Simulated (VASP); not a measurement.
Here is a VASP 6.6.1 calculation.

The input INCAR:

```
PREC = Accurate
ENCUT = 520
EDIFF = 1E-6
ISMEAR = 0
SIGMA = 0.15
LREAL = F
LASPH = T
NELM = 100
ALGO = Fast
ISIF = 2
LWAVE = F
LCHARG = F
GGA = PS
NBANDS = 12
```

KPOINTS

```
regular mesh
0
Gamma
  26 26 26
```

POSCAR

```
Ti
1.0
    0.0000000000      1.9265250939      2.1293172091
    1.9265250939      0.0000000000      2.1293172091
    1.9265250939      1.9265250939      0.0000000000
Ti
1
Direct
    0.0000000000      0.0000000000      0.0000000000
```

Potentials or basis: VASP PAW PBE potentials, release 64 (Ti_sv).

The run is started by

```sh
$ cat potpaw_PBE.64/Ti_sv/POTCAR > POTCAR
$ mpirun -np 1 vasp_std > vasp.out
```

Problem. What does it give for the pressure?

Solution. 6.2 GPa.

Problem. Predict the band gap on the k mesh.

Solution. Zero (bands 6 and 7 overlap by 1.39 eV).

Stress tensor (GPa, compression positive):
```
7.14 0.00 0.00
0.00 7.14 0.00
0.00 0.00 4.43
```

Caveat: the cell differs from its parent crystal (strain -0.050 along x and y, +0.050 along z); the cell stands under pressure; the PAW data sets were made with another functional, which shifts forces and pressure a little.
